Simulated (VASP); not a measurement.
Set up this calculation in VASP 6.6.1, as the native input.

```yaml
Task: relaxation of cell and atoms
Functional: PBE
Potentials_or_basis: VASP PAW PBE potentials, release 64 (Zn, Se)
Cutoff: 600 eV
k_mesh: 8 × 8 × 8
Occupations: gaussian, width 0.01 eV
Spin: no spin polarisation
Target_pressure: 40 GPa
Dipole_correction: no
Further_INCAR_settings: ALGO = Normal; EDIFF = 1e-06; IBRION = 2; EDIFFG = -0.001; NSW = 80; ISIF = 3
```

The structure of ZnSe lies in POSCAR:

```
ZnSe
1.0
    0.0000000000      2.8663043619      2.8663043619
    2.8663043619      0.0000000000      2.8663043619
    2.8663043619      2.8663043619      0.0000000000
Zn Se
1 1
Direct
    0.0000000000      0.0000000000      0.0000000000
    0.7500000000      0.7500000000      0.7500000000
```

These files were run (other wordings do the same):

INCAR

```
PREC = Accurate
ENCUT = 600
EDIFF = 1E-6
ISMEAR = 0
SIGMA = 0.01
LREAL = F
LASPH = T
NELM = 100
ALGO = Normal
ISIF = 3
LWAVE = F
LCHARG = F
GGA = PE
IBRION = 2
NSW = 80
EDIFFG = -0.001
PSTRESS = 400.0
```

KPOINTS

```
regular mesh
0
Gamma
  8 8 8
```

Potentials or basis: VASP PAW PBE potentials, release 64 (Zn, Se).

Run with:

```bash
$ cat potpaw_PBE.64/Zn/POTCAR potpaw_PBE.64/Se/POTCAR > POTCAR
$ mpirun -np 1 vasp_std > vasp.out
```

Results of the run:

The relaxed volume is 16.95 Å³/atom, the relaxed cell is a = 3.633 Å, b = 3.633 Å, c = 3.633 Å, α = 60.00°, β = 60.00°, γ = 60.00° and the space group after relaxing (to 0.05 Å) is F-43m (No. 216). The energy change on relaxing (the enthalpy is what falls) is +613.6 meV/atom, the ionic steps are 18 and the pressure after relaxing is 40.0 GPa. The band gap on the k mesh is 2.14 eV, indirect (least direct gap 2.61 eV).

Caveat: the cell is relaxed towards a set pressure, so the enthalpy falls and the energy may rise; the volume moved by over 15 % at a fixed basis, so the end points are rough.

Wall time 6.7 min on 1 thread of AMD EPYC 7R13, on a shared host, peak memory 0.18 GiB.
